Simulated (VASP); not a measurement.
# PbS2 (R-3m) in VASP: a series of runs

The runs below take PbS2 through single point, with PBEsol, r2SCAN.

All numbers are computed with VASP 6.6.1; they aren't measurements. Logs are shortened: lines on timing, memory, paths and dates and some standing lists are left out, and cuts for length are marked.

## 1. The cell of the first run

The structure is trigonal, space group R-3m (No. 166). The conventional cell has a = 3.820 Å, b = 3.820 Å, c = 17.692 Å, α = 90.00°, β = 90.00°, γ = 120.00°. Pb (site symmetry -3m) has 6 S at 2.68 Å within 3.5 Å. Within 3.5 Å of S (site symmetry 3m) lie 3 Pb at 2.68 Å.

## 2. Single point, PBEsol

Contents of INCAR:

```
SYSTEM = PbS2
ALGO     = Normal         ! electronic algorithm
EDIFF    = 1E-6           ! SCF threshold, eV
ENCUT    = 520            ! plane-wave cutoff, eV
GGA      = PS             ! functional
ISIF     = 2              ! what is computed and relaxed
ISMEAR   = -1             ! smearing method
LASPH    = .TRUE.         ! aspherical terms in the spheres
LCHARG   = .FALSE.        ! write CHGCAR
LREAL    = .FALSE.        ! projectors in reciprocal space
LWAVE    = .FALSE.        ! write WAVECAR
NBANDS   = 20             ! bands
NELM     = 80             ! most SCF steps
PREC     = Accurate       ! precision mode
SIGMA    = 0.02           ! smearing width, eV
```

Contents of KPOINTS:

```
k-points
0
G
  6 6 6
  0 0 0
```

Contents of POSCAR:

```
PbS2
1.0
    1.9098773987      1.1026682303      5.8973836042
   -1.9098773987      1.1026682303      5.8973836042
    0.0000000000     -2.2053364605      5.8973836042
Pb S
1 2
Direct
    0.0000000000      0.0000000000      0.0000000000
    0.2472450479      0.2472450479      0.2472450479
    0.7527549521      0.7527549521      0.7527549521
```

Potentials or basis: VASP PAW PBE potentials, release 64 (Pb_d, S).

Command:

```console
$ cat potpaw_PBE.64/Pb_d/POTCAR potpaw_PBE.64/S/POTCAR > POTCAR
$ mpirun -np 1 vasp_std > vasp.out
```

OUTCAR:

```text
SYSTEM = PbS2
   EDIFF = 1E-6
   ENCUT = 520
   GGA = PS
   ISIF = 2
   ISMEAR = -1
   LASPH = .TRUE.
   LREAL = .FALSE.
   NELM = 80
   PREC = Accurate

 ion  position               nearest neighbor table
   1  0.000  0.000  0.000-   3 2.68   2 2.68   3 2.68   3 2.68   2 2.68   2 2.68
   2  0.247  0.247  0.247-   1 2.68   1 2.68   1 2.68
   3  0.753  0.753  0.753-   1 2.68   1 2.68   1 2.68

  LATTYP: Found a trigonal (rhomboedric) cell.
 ALAT       =     6.2962403289
 COS(alpha) =     0.8159743413

  Lattice vectors:

 A1 = (   1.9098773987,   1.1026682303,   5.8973836042)
 A2 = (  -1.9098773987,   1.1026682303,   5.8973836042)
 A3 = (   0.0000000000,  -2.2053364605,   5.8973836042)

Analysis of symmetry for initial positions (statically):
=====================================================================
 Subroutine PRICEL returns:
 Original cell was already a primitive cell.

 Routine SETGRP: Setting up the symmetry group for a
 trigonal (rhombohedral) supercell.

 Subroutine GETGRP returns: Found 12 space group operations
 (whereof 12 operations were pure point group operations)
 out of a pool of 12 trial point group operations.

The static configuration has the point symmetry D_3d.

Analysis of symmetry for dynamics (positions and initial velocities):
=====================================================================
 Subroutine PRICEL returns:
 Original cell was already a primitive cell.

 Routine SETGRP: Setting up the symmetry group for a
 trigonal (rhombohedral) supercell.

 Subroutine GETGRP returns: Found 12 space group operations
 (whereof 12 operations were pure point group operations)
 out of a pool of 12 trial point group operations.

The dynamic configuration has the point symmetry D_3d.

 Subroutine INISYM returns: Found 12 space group operations
 (whereof 12 operations are pure point group operations),
 and found     1 'primitive' translations

----------------------------------------------------------------------------------------

                                     Primitive cell

  volume of cell :      74.5180

  direct lattice vectors                    reciprocal lattice vectors
     1.909877399  1.102668230  5.897383604     0.261796909  0.151148516  0.056522240
    -1.909877399  1.102668230  5.897383604    -0.261796909  0.151148516  0.056522240
     0.000000000 -2.205336460  5.897383604     0.000000000 -0.302297032  0.056522240

  length of vectors
     6.296240329  6.296240329  6.296240329     0.307535785  0.307535785  0.307535785

  position of ions in fractional coordinates (direct lattice)
     0.000000000  0.000000000  0.000000000
     0.247245048  0.247245048  0.247245048
     0.752754952  0.752754952  0.752754952

  ion indices of the primitive-cell ions
   primitive index   ion index
                 1           1
                 2           2
                 3           3

----------------------------------------------------------------------------------------

 KPOINTS: k-points

Automatic generation of k-mesh.
 Grid dimensions read from file:
 generate k-points for:    6    6    6

 Generating k-lattice:

  Cartesian coordinates                     Fractional coordinates (reciprocal lattice)
     0.043632818  0.025191419  0.009420373     0.166666667 -0.000000000  0.000000000
    -0.043632818  0.025191419  0.009420373    -0.000000000  0.166666667  0.000000000
     0.000000000 -0.050382839  0.009420373     0.000000000  0.000000000  0.166666667

  Length of vectors
     0.051255964  0.051255964  0.051255964

  Shift w.r.t. Gamma in fractional coordinates (k-lattice)
     0.000000000  0.000000000  0.000000000

 Subroutine IBZKPT returns following result:
 ===========================================

 Found     32 irreducible k-points:

 Following reciprocal coordinates:
            Coordinates               Weight
  0.000000  0.000000  0.000000      1.000000
  0.166667  0.000000  0.000000      6.000000
  0.333333  0.000000  0.000000      6.000000
  0.500000  0.000000  0.000000      3.000000
  0.166667  0.166667  0.000000      6.000000
  0.333333  0.166667  0.000000     12.000000
[... 16 lines left out ...]
  0.500000  0.500000  0.166667      6.000000
 -0.333333  0.500000  0.166667     12.000000
 [... further k-points ...]
   k-points           NKPTS =     32   k-points in BZ     NKDIM =     32   number of bands    NBANDS=     20
   number of dos      NEDOS =    301   number of ions     NIONS =      3
   total plane-waves  NPLWV = 110592
   dimension x,y,z NGX =    48 NGY =   48 NGZ =   48
   dimension x,y,z NGXF=    96 NGYF=   96 NGZF=   96
   ions per type =               1   2
   NGX,Y,Z   is equivalent  to a cutoff of  12.67, 12.67, 12.67 a.u.
   NGXF,Y,Z  is equivalent  to a cutoff of  25.35, 25.35, 25.35 a.u.
 SYSTEM =  PbS2
   PREC   = accura    normal or accurate (medium, high low for compatibility)
   ISTART =      0    job   : 0-new  1-cont  2-samecut
   ICHARG =      2    charge: 1-file 2-atom 10-const
   ISPIN  =      1    spin polarized calculation?
   LNONCOLLINEAR =      F non collinear calculations
   LSORBIT =      F    spin-orbit coupling
   LASPH  =      T    aspherical Exc in radial PAW
   ENCUT  =  520.0 eV  38.22 Ry    6.18 a.u.  11.71 11.71 11.71*2*pi/ulx,y,z
   NELM   =     80;   NELMIN=  2; NELMDL= -5     # of ELM steps
   EDIFF  = 0.1E-05   stopping-criterion for ELM
   LREAL  =      F    real-space projection
   EDIFFG = 0.1E-04   stopping-criterion for IOM
   NSW    =      0    number of steps for IOM
   IBRION =     -1    ionic relax: 0-MD 1-quasi-New 2-CG
   NFREE  =      0    steps in history (QN), initial steepest desc. (CG)
   ISIF   =      2    stress and relaxation
   ISYM   =      2    0-nonsym 1-usesym 2-fastsym
   POTIM  = 0.5000    time-step for ionic-motion
   TEBEG  =    0.0;   TEEND  =   0.0 temperature during run
   PSTRESS=    0.0 pullay stress
   NELECT =      26.0000    total number of electrons
   NUPDOWN=      -1.0000    fix difference up-down
   EMIN   =  10.00;   EMAX   =-10.00  energy-range for DOS
   EFERMI =   0.00;   METHOD = LEGACY
   ISMEAR =    -1;   SIGMA  =   0.02  broadening in eV -4-tet -1-fermi 0-gaus
   EFERMI_NEDOS =   21; number of points for ismear=-14 and -15
   IALGO  =     38    algorithm
   IMIX   =      4    mixing-type and parameters
     AMIX     =   0.40;   BMIX     =  1.00
     AMIX_MAG =   1.60;   BMIX_MAG =  1.00
  volume/ion in A,a.u.               =      24.84       167.62
  Fermi-wavevector in a.u.,A,eV,Ry     =   1.152512  2.177933 18.072413  1.328285
  Thomas-Fermi vector in A             =   2.289163
   LORBIT       =      0    0 simple, 1 ext, 2 COOP (PROOUT), +10 PAW based schemes
   GGA     = PS    functional components
   LHFCALC =     F    Hartree Fock is set to
   AEXX    =    0.0000 exact exchange contribution
   IVDW    =     0    specifies the selected vdW correction
   LEPSILON=     F    determine dielectric tensor
   LRPA    =     F    only Hartree local field effects (RPA)
 non-spin polarized calculation
  energy-cutoff  :      520.00
  volume of cell :       74.52
 maximum number of plane-waves:      2028
   NGX = 23   NGY = 23   NGZ = 23

 number of electron      25.9999998 magnetization

 Free energy of the ion-electron system (eV)
  ---------------------------------------------------
  ext. energy  EPLUGINS =         0.00000000
  ---------------------------------------------------
  free energy    TOTEN  =       -12.68303623 eV

  energy without entropy =      -12.68224728  energy(sigma->0) =      -12.68264175

 E-fermi :   4.0367     XC(G=0):  -9.5808

 val. band max:        3.9991851559   @ k =  -0.1667   0.1667   0.0000
 cond. band min:       4.0563667731   @ k =   0.5000   0.5000   0.0000
 fundamental gap:      0.0571816172
 Fermi energy:         4.0366639379

 k-point     1 :       0.0000    0.0000    0.0000
  band No.  band energies     occupation
      1     -12.3615      2.00000
      2     -12.3615      2.00000
      3     -12.3054      2.00000
      4     -12.2394      2.00000
      5     -12.2394      2.00000
      6      -9.6502      2.00000
[... 12 lines left out ...]
     19      13.0188      0.00000
     20      13.0188      0.00000

 k-point     2 :       0.1667    0.0000    0.0000
  band No.  band energies     occupation
      1     -12.4184      2.00000
      2     -12.3362      2.00000
      3     -12.2823      2.00000
      4     -12.2579      2.00000
      5     -12.2358      2.00000
      6      -9.3563      2.00000
[... 12 lines left out ...]
     19      13.4037      0.00000
     20      13.4038      0.00000

 k-point     3 :       0.3333    0.0000    0.0000
  band No.  band energies     occupation
      1     -12.5415      2.00000
      2     -12.3102      2.00000
      3     -12.3005      2.00000
      4     -12.2182      2.00000
      5     -12.2025      2.00000
      6      -8.5235      2.00000
[... 12 lines left out ...]
     19      12.7482      0.00000
     20      13.8331      0.00000

 k-point     4 :       0.5000    0.0000    0.0000
  band No.  band energies     occupation
      1     -12.6018      2.00000
      2     -12.3144      2.00000
      3     -12.3086      2.00000
      4     -12.1931      2.00000
      5     -12.1738      2.00000
      6      -7.6768      2.00000
[... 12 lines left out ...]
     19      13.1560      0.00000
     20      14.3635      0.00000

 k-point     5 :       0.1667    0.1667    0.0000
  band No.  band energies     occupation
      1     -12.4184      2.00000
      2     -12.3361      2.00000
      3     -12.2819      2.00000
      4     -12.2581      2.00000
      5     -12.2357      2.00000
      6      -9.3439      2.00000
[... 12 lines left out ...]
     19      13.2859      0.00000
     20      13.3577      0.00000
[... 353 lines left out ...]
      6      -7.7391      2.00000
[... 12 lines left out ...]
     19      12.7430      0.00000
     20      14.2336      0.00000

 k-point    22 :      -0.1667    0.3333    0.1667
  band No.  band energies     occupation
      1     -12.5481      2.00000
      2     -12.3578      2.00000
      3     -12.2884      2.00000
      4     -12.2173      2.00000
      5     -12.1865      2.00000
      6      -7.8766      2.00000
[... 12 lines left out ...]
     19      13.0881      0.00000
     20      13.4235      0.00000

 k-point    23 :       0.5000    0.5000    0.1667
  band No.  band energies     occupation
      1     -12.5418      2.00000
      2     -12.3098      2.00000
      3     -12.3004      2.00000
      4     -12.2177      2.00000
      5     -12.2025      2.00000
      6      -8.4147      2.00000
[... 12 lines left out ...]
     19      12.7454      0.00000
     20      14.0862      0.00000

 k-point    24 :      -0.3333    0.5000    0.1667
  band No.  band energies     occupation
      1     -12.5489      2.00000
      2     -12.3577      2.00000
      3     -12.2884      2.00000
      4     -12.2173      2.00000
      5     -12.1861      2.00000
      6      -7.7625      2.00000
[... 12 lines left out ...]
     19      12.9263      0.00000
     20      14.6434      0.00000

 [... further k-points ...]
[... 5 lines left out ...]
  --------------------------------------------------------------------------------------
  -------------------------------------------------------------------------------------
  Total       -0.0937713     -0.0937713     -0.0757365      0.0000000     -0.0000000      0.0000000
  in kB       -2.0161351     -2.0161351     -1.6283758      0.0000000     -0.0000000      0.0000000
  external PRESSURE =      -1.8868820 kB  Pullay stress =       0.0000000 kB

 VOLUME and BASIS-vectors are now :
 -----------------------------------------------------------------------------
  energy-cutoff  :      520.00
  volume of cell :       74.52
      direct lattice vectors                 reciprocal lattice vectors
     1.909877399  1.102668230  5.897383604     0.261796909  0.151148516  0.056522240
    -1.909877399  1.102668230  5.897383604    -0.261796909  0.151148516  0.056522240
     0.000000000 -2.205336460  5.897383604     0.000000000 -0.302297032  0.056522240

 POSITION                                       TOTAL-FORCE (eV/Angst)
 -----------------------------------------------------------------------------------
      0.00000      0.00000      0.00000         0.000000      0.000000      0.000000
      0.00000      0.00000      4.37430         0.000000     -0.000000     -0.037281
      0.00000      0.00000     13.31785         0.000000      0.000000      0.037281
 -----------------------------------------------------------------------------------
    total drift:                               -0.000000     -0.000000     -0.000000

  FREE ENERGIE OF THE ION-ELECTRON SYSTEM (eV)
  ---------------------------------------------------
  free  energy   TOTEN  =       -12.6830362334 eV

  energy  without entropy=      -12.6822472758  energy(sigma->0) =      -12.68264175
```

Wall time 2.8 min (1 thread of AMD EPYC 7R43 (Zen 3), shared host); peak memory 0.29 GiB.

What came out:

* Free energy: -12.6830 eV
* Pressure: -0.2 GPa
* Largest force: 0.037 eV/Å
* Band gap on the k mesh: 0.06 eV, indirect (least direct gap 0.27 eV)

Forces in eV/Å, atoms in the order of the input:
```
Pb   0.000  0.000  0.000
S    0.000  0.000 -0.037
S    0.000  0.000  0.037
```

Caveat: the PAW data sets were made with another functional, which shifts forces and pressure a little; spin-orbit coupling is left out, which moves the levels of the heavy elements.

## 3. Single point, PBEsol

Contents of INCAR:

```
PREC = Accurate ; ENCUT = 520
EDIFF = 1E-6 ; ISMEAR = -1
SIGMA = 0.02 ; LREAL = False
LASPH = True ; NELM = 100
ALGO = Normal ; ISIF = 2
LWAVE = False ; LCHARG = False
GGA = PS ; NBANDS = 20
```

Contents of KPOINTS:

```
regular mesh
0
Gamma
  6 6 6
```

POSCAR is that of step 2.

Potentials or basis: VASP PAW PBE potentials, release 64 (Pb_d, S).

Command:

```console
$ cat potpaw_PBE.64/Pb_d/POTCAR potpaw_PBE.64/S/POTCAR > POTCAR
$ mpirun -np 1 vasp_std > vasp.out
```

Wall time 3 min (1 thread of AMD EPYC 7R43 (Zen 3), shared host); peak memory 0.28 GiB.

It converged, with:

* Free energy: -12.6830 eV
* Pressure: -0.2 GPa
* Largest force: 0.037 eV/Å
* Band gap on the k mesh: 0.06 eV, indirect (least direct gap 0.27 eV)

Forces on the atoms (eV/Å):
```
Pb   0.000  0.000  0.000
S    0.000  0.000 -0.037
S    0.000  0.000  0.037
```

Levels at points of the mesh, in eV from the valence-band top:
| k point | band 9 | band 10 | band 11 | band 12 | band 13 | band 14 | band 15 | band 16 | band 17 | band 18 |
| --- | --- | --- | --- | --- | --- | --- | --- | --- | --- | --- |
| (0.00, 0.00, 0.00) | -0.83 | -0.83 | -0.46 | -0.46 | -0.16 | 0.27 | 3.11 | 4.92 | 4.92 | 8.80 |
| (0.50, 0.00, 0.00) | -4.09 | -2.53 | -2.30 | -1.38 | -0.74 | 0.88 | 4.27 | 6.35 | 6.46 | 7.21 |
| (0.50, 0.50, 0.00) | -4.50 | -2.53 | -1.92 | -0.29 | -0.22 | 0.06 | 3.79 | 5.65 | 5.83 | 6.29 |
| (0.50, 0.50, 0.50) | -1.98 | -1.03 | -1.03 | -0.27 | -0.27 | 1.82 | 3.30 | 5.11 | 5.11 | 8.09 |

Caveat: the PAW data sets were made with another functional, which shifts forces and pressure a little; spin-orbit coupling is left out, which moves the levels of the heavy elements.

(Continued in part 2 of 2.)
